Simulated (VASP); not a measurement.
Set up this calculation in VASP 6.6.1, as the native input.

* Task: single point
* Functional: PBE
* Potentials or basis: VASP PAW PBE potentials, release 64 (Ni, O)
* Cutoff: 520 eV
* k mesh: 19 × 19 × 19
* Occupations: fermi-dirac, width 0.0612256 eV
* Spin: no spin polarisation
* Dipole correction: no
* Further INCAR settings: ALGO = Normal; EDIFF = 1e-06; NBANDS = 20

The structure of Ni2O (antifluorite type) lies in POSCAR:

```
Ni2O
1.0
    0.0000000000      2.4934879508      2.4934879508
    2.4934879508      0.0000000000      2.4934879508
    2.4934879508      2.4934879508      0.0000000000
Ni O
2 1
Direct
    0.2500000000      0.2500000000      0.2500000000
    0.7500000000      0.7500000000      0.7500000000
    0.0000000000      0.0000000000      0.0000000000
```

These files were run (other wordings do the same):

INCAR

```
PREC = Accurate
ENCUT = 520
EDIFF = 1E-6
ISMEAR = -1
SIGMA = 0.06122561905347299
LREAL = F
LASPH = T
NELM = 100
ALGO = Normal
ISIF = 2
LWAVE = F
LCHARG = F
GGA = PE
NBANDS = 20
```

KPOINTS

```
Automatic mesh
0
Gamma
  19 19 19
```

Potentials or basis: VASP PAW PBE potentials, release 64 (Ni, O).

Launch:

```bash
$ cat potpaw_PBE.64/Ni/POTCAR potpaw_PBE.64/O/POTCAR > POTCAR
$ mpirun -np 1 vasp_std > vasp.out
```

It gave:

```yaml
Pressure: 3.1 GPa
Band_gap_on_the_k_mesh: zero (bands 13 and 14 overlap by 0.39 eV)
```

Caveat: the cell stands under pressure; the run has no spin polarisation, though such a crystal can be magnetic.

It took 4.2 min on 1 thread of Intel Xeon 8259CL (shared host), peak memory 0.26 GiB.
